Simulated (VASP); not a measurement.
**GaN: single point with PBE**

The system is GaN.

```
Ga N
1.0
     3.21862    0.00000    0.00000
    -1.60931    2.78741    0.00000
     0.00000    0.00000    5.24355
Ga N
2 2
Direct
  0.33333 0.66667 0.95391
  0.66667 0.33333 0.45391
  0.33333 0.66667 0.42309
  0.66667 0.33333 0.92309
```

This cell differs from its parent crystal: atoms displaced along a vibrational mode.

```yaml
Program: VASP 6.6.1
Task: single point
Functional: PBE
Potentials_or_basis: VASP PAW PBE potentials, release 64 (Ga_d, N)
Cutoff: 600 eV
k_mesh: 12 × 12 × 6
Occupations: gaussian, width 0.01 eV
Spin: no spin polarisation
Dipole_correction: no
Further_INCAR_settings: ALGO = Normal; EDIFF = 1e-06; NBANDS = 26
```

```json
{"Pressure": "7.7 GPa", "Largest force": "0.752 eV/Å", "Band gap on the k mesh": "1.64 eV"}
```

Forces on the atoms (eV/Å):
```
Ga   0.000  0.000  0.752
Ga   0.000  0.000  0.752
N    0.000  0.000 -0.752
N    0.000  0.000 -0.752
```

Stress tensor (GPa, compression positive):
```
12.05  0.00  0.00
 0.00 12.05  0.00
 0.00  0.00 -0.98
```

Levels at points of the mesh, in eV from the valence-band top:
```
           k point  band 14  band 15  band 16  band 17  band 18  band 19  band 20  band 21  band 22  band 23
(0.00, 0.00, 0.00)    -1.36    -1.36    -0.67    -0.67     0.00     1.64     3.17     8.79     9.42     9.42
(0.50, 0.00, 0.00)    -6.24    -3.32    -3.21    -2.19    -1.25     4.37     5.08     5.79     8.12     8.57
(0.00, 0.00, 0.50)    -3.38    -1.02    -1.02    -1.02    -1.02     3.62     3.62     7.81     7.81     9.82
(0.50, 0.00, 0.50)    -7.05    -2.78    -2.78    -1.15    -1.15     4.24     4.24     6.20     6.20     9.33
```

Wall time 56 s on 1 thread of Intel(R) Xeon(R) 6975P-C (Granite Rapids), with other jobs on the host, peak memory 0.23 GiB.

Caveat: the cell differs from its parent crystal (atoms displaced along a vibrational mode); the cell stands under pressure.
